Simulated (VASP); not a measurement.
Runs of VASP 6.6.1 on SiGeTe2S2. The structure is that of space group P6/mmm (No. 191), or close to it. The cells are those of the table. 

| task | cell | k mesh | cutoff (eV) | gap on the mesh (eV) | pressure (GPa) | largest force (eV/Å) |
| --- | --- | --- | --- | --- | --- | --- |
| relaxation of cell and atoms | relaxed from a = 4.289, b = 4.289, c = 11.094 Å, angles 90.0, 90.0, 120.0°, 6 atoms | 6 × 6 × 2 | 600 | none | -0.2 | 0.01 |
| single point | a = 4.469, b = 4.469, c = 10.495 Å, angles 90.0, 90.0, 120.0°, 6 atoms | 6 × 6 × 2 | 520 | none | 0.0 | 0.01 |
| single point | a = 4.470, b = 4.470, c = 10.510 Å, angles 90.0, 90.0, 120.0°, 6 atoms | 12 × 12 × 4 | 520 | none | 0.0 | 0.01 |
| single point | a = 4.289, b = 4.289, c = 11.094 Å, angles 90.0, 90.0, 120.0°, 6 atoms | 6 × 6 × 2 | 520 | none | 1.1 | (a) |

Alike in all rows: level PBE; potentials or basis VASP PAW PBE potentials, release 64 (Si, Ge_d, Te, S); no spin polarisation; smearing gaussian 0.1 eV.

Estimate the missing entries.

(a) 2.01.

Caveats: spin-orbit coupling is left out, which moves the levels of the heavy elements; forces of over 1 eV/Å act on the atoms, so gaps and moduli don't describe the material at rest (some runs).

A k mesh can miss the band edges, and the runs leave out spin-orbit coupling on Ge, Te.

A gap of «none» marks levels without a gap at the run's occupations.
